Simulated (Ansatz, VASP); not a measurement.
BaS: VASP beside Ansatz

INCAR

```
  PREC = Accurate
  ENCUT = 520
  EDIFF = 1E-8
  ISMEAR = -1
  SIGMA = 0.01
  LREAL = False
  LASPH = True
  NELM = 80
  ALGO = Normal
  ISIF = 2
  LWAVE = False
  LCHARG = False
  LEFG = True
  NBANDS = 15
```

KPOINTS

```
Automatic mesh
0
Gamma
  7 7 7
```

File POSCAR:

```
BaS
1.0
    0.0000000000      3.2149012787      3.2149012787
    3.2149012787      0.0000000000      3.2149012787
    3.2149012787      3.2149012787      0.0000000000
Ba S
1 1
Direct
    0.0000000000      0.0000000000      0.0000000000
    0.5000000000      0.5000000000      0.5000000000
```

Input for Ansatz:

```yaml
crystal:
  lattice:
    - [0.0, 3.2149012787, 3.2149012787]
    - [3.2149012787, 0.0, 3.2149012787]
    - [3.2149012787, 3.2149012787, 0.0]
  atoms:
    - { symbol: Ba, position: [0.0, 0.0, 0.0] }
    - { symbol: S, position: [0.5, 0.5, 0.5] }
kpoints:
  mp_grid: { grid: [7, 7, 7] }
scf:
  occupations: { method: fermi_dirac, width: 0.01 }
hamiltonian:
  xc: lda
  pseudopotentials: { kind: paw }
output:
  forces: true
  stress: true
  eigenvalues: true
  efg: { contact_densities: true }
```

Change from the starting cell: volume scaled by 1.02, PAW files.

Alike in both runs: task electric field gradients; functional LDA; k mesh 7 × 7 × 7; occupations fermi-dirac, width 0.01 eV; no spin polarisation.

|  | VASP | Ansatz |
| --- | --- | --- |
| version | VASP 6.6.1 | Ansatz 0.2.0 |
| potentials or method | VASP PAW LDA potentials, release 64 (Ba_sv, S) | PAW with Ansatz's default frozen-core files, scalar-relativistic |
| plane-wave cutoff (eV) | 520 | 420 |
| valence electrons in the cell | 16 | 16 |

Ansatz gave:

| Property | Result |
| --- | --- |
| gap on the k mesh at the Fermi level (eV) | 2.09 |
| pressure (GPa) | -3.2 |

Estimate VASP's values.

gap on the k mesh at the Fermi level (eV): 2.00; pressure (GPa): -2.6.

LDA's correlation is that of Perdew and Zunger in VASP and of Perdew and Wang (1992) in Ansatz.

Spin-orbit coupling is off throughout.
